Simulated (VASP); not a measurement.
A run of VASP 6.6.1 is set up as follows.

File INCAR:

```
SYSTEM = LiMgBN2
PREC = Accurate
ENCUT = 520
EDIFF = 1E-6
ISMEAR = 0
SIGMA = 0.05
LREAL = .False.
LASPH = .True.
NELM = 60
ALGO = Normal
ISIF = 2
LWAVE = .False.
LCHARG = .False.
GGA = PS
NBANDS = 17
```

KPOINTS

```
Automatic mesh
0
Gamma
  8 8 8
  0 0 0
```

POSCAR

```
LiMgBN2
1.0
   -1.8892991571      1.8892991571      4.4238420579
    1.8892991571     -1.8892991571      4.4238420579
    1.8892991571      1.8892991571     -4.4238420579
Li Mg B N
1 1 1 2
Direct
    0.2500000000      0.7500000000      0.5000000000
    0.7500000000      0.2500000000      0.5000000000
    0.5000000000      0.5000000000      0.0000000000
    0.6699362387      0.6699362387      0.0000000000
    0.3300637613      0.3300637613      0.0000000000
```

Potentials or basis: VASP PAW PBE potentials, release 64 (Li_sv, Mg, B, N).

The run is started by

```sh
$ cat potpaw_PBE.64/Li_sv/POTCAR potpaw_PBE.64/Mg/POTCAR potpaw_PBE.64/B/POTCAR potpaw_PBE.64/N/POTCAR > POTCAR
$ mpirun -np 1 vasp_std > vasp.out
```

(1) Predict the band gap on the k mesh.

(2) Predict the largest force.

Results:

(1) 2.13 eV (least direct gap 3.51 eV).

(2) 6.277 eV/Å.

Caveat: the cell differs from its parent crystal (atoms shifted along a free coordinate); the PAW data sets were made with another functional, which shifts forces and pressure a little.
